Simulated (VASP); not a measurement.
**P: single point with PBE**

Crystal: P.

```
P
1.0
     4.37208    0.00000    0.00010
     0.00000    3.30825    0.00000
    -1.24701    0.00000    5.34742
P
4
Direct
  0.52462 0.00000 0.79866
  0.13388 0.50000 0.20104
  0.47538 0.00000 0.20134
  0.86612 0.50000 0.79896
```

- Program: VASP 6.6.1
- Task: single point
- Functional: PBE
- Potentials or basis: VASP PAW PBE potentials, release 64 (P)
- Cutoff: 520 eV
- k mesh: 8 × 10 × 6
- Occupations: gaussian, width 0.01 eV
- Spin: no spin polarisation
- Dipole correction: no
- Further INCAR settings: ALGO = Normal; EDIFF = 1e-06; NBANDS = 18

- Pressure: 1.4 GPa
- Largest force: 0.060 eV/Å
- Band gap on the k mesh: zero (bands 10 and 11 overlap by 0.13 eV)

Forces on the atoms (eV/Å):
```
P    0.044  0.000  0.031
P    0.047  0.000 -0.037
P   -0.044  0.000 -0.031
P   -0.047  0.000  0.037
```

Levels at points of the mesh, in eV from the Fermi level:
```tsv
k point	band 7	band 8	band 9	band 10	band 11	band 12	band 13	band 14
(0.00, 0.00, 0.00)	-3.61	-2.52	-1.68	-0.09	1.26	2.05	2.91	3.52
(0.50, 0.00, 0.00)	-2.68	-2.54	-0.91	-0.67	1.85	2.36	3.35	3.48
(0.00, 0.50, 0.00)	-2.91	-2.73	-2.54	-2.50	1.26	1.41	1.56	1.63
(0.50, 0.50, 0.00)	-4.72	-4.72	-2.17	-2.03	1.23	2.67	4.50	4.54
(0.00, 0.00, 0.50)	-3.43	-2.00	-1.20	-0.19	-0.09	1.76	2.39	3.49
(0.50, 0.00, 0.50)	-2.54	-2.46	-1.14	-0.62	1.54	2.20	3.04	3.13
(0.00, 0.50, 0.50)	-3.04	-2.83	-1.70	-1.17	0.95	1.07	1.95	2.14
(0.50, 0.50, 0.50)	-5.13	-5.03	-0.81	-0.78	1.59	3.76	4.37	4.47
```

Run time: 61 s on 1 thread of Intel(R) Xeon(R) 6975P-C (Granite Rapids), on a shared host, peak memory 0.29 GiB.

Caveat: this functional lacks dispersion, which binds the layers, so the pressure and a relaxed spacing across them are unreliable.
